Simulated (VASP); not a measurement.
Sc3H:

```
Sc H
1.0
    -1.93029    1.93029    4.31182
     1.93029   -1.93029    4.31182
     1.93029    1.93029   -4.31182
Sc H
3 1
Direct
  0.50000 0.50000 0.00000
  0.25000 0.75000 0.50000
  0.75000 0.25000 0.50000
  0.00000 0.00000 0.00000
```

| Property | Result |
| --- | --- |
| Program | VASP 6.6.1 |
| Task | relaxation of cell and atoms |
| Functional | PBE |
| Potentials or basis | VASP PAW PBE potentials, release 64 (Sc_sv, H) |
| Cutoff | 600 eV |
| k mesh | 6 × 6 × 6 |
| Occupations | gaussian, width 0.1 eV |
| Spin | no spin polarisation |

At the start: pressure 15.2 GPa; volume 16.07 Å³/atom.

Q: How do energy, volume and symmetry change on relaxing?

A: Over 9 steps the energy falls by 211.4 meV/atom and the volume is 20.36 Å³/atom (+26.7 %); space group I4/mmm (No. 139, to 0.1 Å) before and after.

Step by step:
```tsv
step	energy change (eV)	largest force (eV/Å)	pressure (GPa)	volume (Å³)
1	0.0000	0.0000	15.21	64.26
2	-0.7572	0.0000	1.59	79.51
3	-0.7760	0.0000	-0.69	83.70
4	-0.7770	0.0000	-0.33	82.97
5	-0.8081	0.0000	-0.39	82.90
6	-0.8439	0.0000	-0.45	82.50
7	-0.8443	0.0000	-0.46	82.56
8	-0.8444	0.0000	-0.46	82.55
9	-0.8455	0.0000	0.14	81.43
```

Final structure:
```
CELL_PARAMETERS angstrom
-2.00564 2.00564 5.06079
2.00564 -2.00564 5.06079
2.00564 2.00564 -5.06079
ATOMIC_POSITIONS crystal
Sc 0.50000 0.50000 0.00000
Sc 0.25000 0.75000 0.50000
Sc 0.75000 0.25000 0.50000
H 0.00000 0.00000 0.00000
```

Caveat: the volume moved by over 15 % at a fixed basis, so the end points are rough.
